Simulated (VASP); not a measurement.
Here is a VASP 6.6.1 calculation.

Contents of POSCAR:

```
C
1.0
    0.0000000000      1.7833700000      1.7833700000
    1.7833700000      0.0000000000      1.7833700000
    1.7833700000      1.7833700000      0.0000000000
C
2
Direct
    0.7500000000      0.7500000000      0.7500000000
    0.5000000000      0.5000000000      0.5000000000
```

INCAR.step1

```
  PREC = Accurate
  ENCUT = 520
  ISMEAR = -1
  SIGMA = 0.05
  LREAL = F
  LASPH = T
  NELM = 80
  NBANDS = 11
  GGA = PE
  ALGO = Normal
  EDIFF = 1E-4
  LWAVE = T
  LCHARG = F
```

INCAR.step2

```
  PREC = Accurate
  ENCUT = 520
  EDIFF = 1E-6
  ISMEAR = -1
  SIGMA = 0.05
  LREAL = F
  LASPH = T
  NELM = 80
  ALGO = Normal
  ISIF = 2
  LWAVE = F
  LCHARG = F
  METAGGA = R2SCAN
  LMIXTAU = T
  NBANDS = 11
  ISTART = 1
```

The input KPOINTS:

```
Automatic mesh
0
Gamma
  7 7 7
```

Potentials or basis: VASP PAW PBE potentials, release 64 (C).

Command:

```sh
$ cat potpaw_PBE.64/C/POTCAR > POTCAR
$ cp INCAR.step1 INCAR
$ mpirun -np 1 vasp_std > vasp.out
$ cp INCAR.step2 INCAR
$ mpirun -np 1 vasp_std > vasp.out
```

What does it give for the pressure?

-1.3 GPa.

Predict the band gap on the k mesh.

4.47 eV, indirect (least direct gap 5.84 eV).

Caveat: the k points lie up to 0.44 Å⁻¹ apart; the PAW data sets were made with another functional, which shifts forces and pressure a little. r2SCAN opens gaps a little over a GGA but as a rule still falls short of measured ones.
